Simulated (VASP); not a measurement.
HfGeTe, 6 atoms in the cell. The structure is tetragonal, space group P4/nmm (No. 129). Conventional cell: a = 3.971 Å, b = 3.971 Å, c = 8.721 Å, α = 90.00°, β = 90.00°, γ = 90.00°. Within 3.8 Å of Hf (site symmetry 4mm) lie 4 Ge at 2.89 Å and 5 Te at 3.06 to 3.31 Å. Within 3.7 Å of Ge (site symmetry -4m2) lie 4 Ge at 2.81 Å and 4 Hf at 2.89 Å. Te (site symmetry 4mm) has 5 Hf at 3.06 to 3.31 Å and 8 Te at 3.50 to 3.97 Å and 4 Ge at 3.86 Å within 4.0 Å. 

* Program: VASP 6.6.1
* Task: single point
* Functional: r2SCAN
* Potentials or basis: VASP PAW PBE potentials, release 64 (Hf_pv, Ge_d, Te)
* Cutoff: 520 eV
* k mesh: 6 × 6 × 3
* Occupations: fermi-dirac, width 0.15 eV
* Spin: no spin polarisation
* Dipole correction: no
* Further INCAR settings: ALGO = Normal; EDIFF = 1e-07; NBANDS = 39

Potentials or basis: VASP PAW PBE potentials, release 64 (Hf_pv, Ge_d, Te).

Run with:

```bash
$ cat potpaw_PBE.64/Hf_pv/POTCAR potpaw_PBE.64/Ge_d/POTCAR potpaw_PBE.64/Te/POTCAR > POTCAR
$ cp INCAR.step1 INCAR
$ mpirun -np 1 vasp_std > vasp.out
$ cp INCAR.step2 INCAR
$ mpirun -np 1 vasp_std > vasp.out
```

Hardware: 1 thread of Oxide Virtual Turin-like Processor, on a shared host.

Task: How long does it take, and how much memory?

Result: Wall time 14 min on 1 thread of Oxide Virtual Turin-like Processor, on a shared host, peak memory 0.28 GiB. Counts: k points 20.
